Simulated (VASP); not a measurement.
Wanted: the native input for a VASP 6.6.1 run.

| Quantity | Value |
| --- | --- |
| Task | single point |
| Functional | PBE |
| Potentials or basis | VASP PAW PBE potentials, release 64 (Br) |
| Cutoff | 520 eV |
| k mesh | 14 × 14 × 14 |
| Occupations | fermi-dirac, width 0.0612256 eV |
| Spin | no spin polarisation |
| Dipole correction | no |
| Further INCAR settings | ALGO = Normal; EDIFF = 1e-07; NBANDS = 14 |

The structure of Br lies in POSCAR:

```
Br
1.0
    0.0000000000      3.5516426749      3.5516426749
    3.5516426749      0.0000000000      3.5516426749
    3.5516426749      3.5516426749      0.0000000000
Br
2
Direct
    0.0000000000      0.0000000000      0.0000000000
    0.2500000000      0.2500000000      0.2500000000
```

These files were run (other wordings do the same):

INCAR

```
SYSTEM = Br
ALGO = Normal
EDIFF = 1E-7
ENCUT = 520
GGA = PE
ISIF = 2
ISMEAR = -1
LASPH = .True.
LCHARG = .False.
LREAL = .False.
LWAVE = .False.
NBANDS = 14
NELM = 80
PREC = Accurate
SIGMA = 0.06122561905347299
```

KPOINTS

```
k-points
0
Gamma
  14 14 14
  0 0 0
```

Potentials or basis: VASP PAW PBE potentials, release 64 (Br).

The run is started by

```bash
$ cat potpaw_PBE.64/Br/POTCAR > POTCAR
$ mpirun -np 1 vasp_std > vasp.out
```

It gave:

```json
{
 "Pressure": "-0.5 GPa",
 "Band gap on the k mesh": "zero (band 7 reaches -1.32 eV, above the bottom of band 8 at -2.42 eV)"
}
```

It took 70 s on 1 thread of AMD EPYC 9R45 96-Core Processor (Zen 5), with other jobs on the host, peak memory 0.26 GiB.
